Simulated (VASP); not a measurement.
Input of a VASP 6.6.1 run:

The input INCAR:

```
SYSTEM = Na
PREC = Accurate ; ENCUT = 520
EDIFF = 1E-8 ; ISMEAR = -1
SIGMA = 0.03 ; LREAL = .FALSE.
LASPH = .TRUE. ; NELM = 80
ALGO = Normal ; ISIF = 2
LWAVE = .FALSE. ; LCHARG = .FALSE.
GGA = PS ; LEFG = .TRUE.
NBANDS = 10
```

Contents of KPOINTS:

```
regular mesh
0
G
  11 11 11
  0 0 0
```

The input POSCAR:

```
Na
1.0
   -2.1386750000      2.1175000000      2.1175000000
    2.1175000000     -2.1386750000      2.1175000000
    2.1175000000      2.1175000000     -2.1386750000
Na
1
Direct
    0.0000000000      0.0000000000      0.0000000000
```

Potentials or basis: VASP PAW PBE potentials, release 64 (Na_pv).

The run is started by

```bash
$ cat potpaw_PBE.64/Na_pv/POTCAR > POTCAR
$ mpirun -np 1 vasp_std > vasp.out
```

(1) Estimate the pressure.

## Answers

(1) -0.3 GPa.

Caveat: the cell differs from its parent crystal (equal xy, yz and zx shear strains of -1 %); without QUAD_EFG the Cq values of the log hold for a quadrupole moment of 1 mb, not for the nuclei; the PAW data sets were made with another functional, which shifts forces and pressure a little.
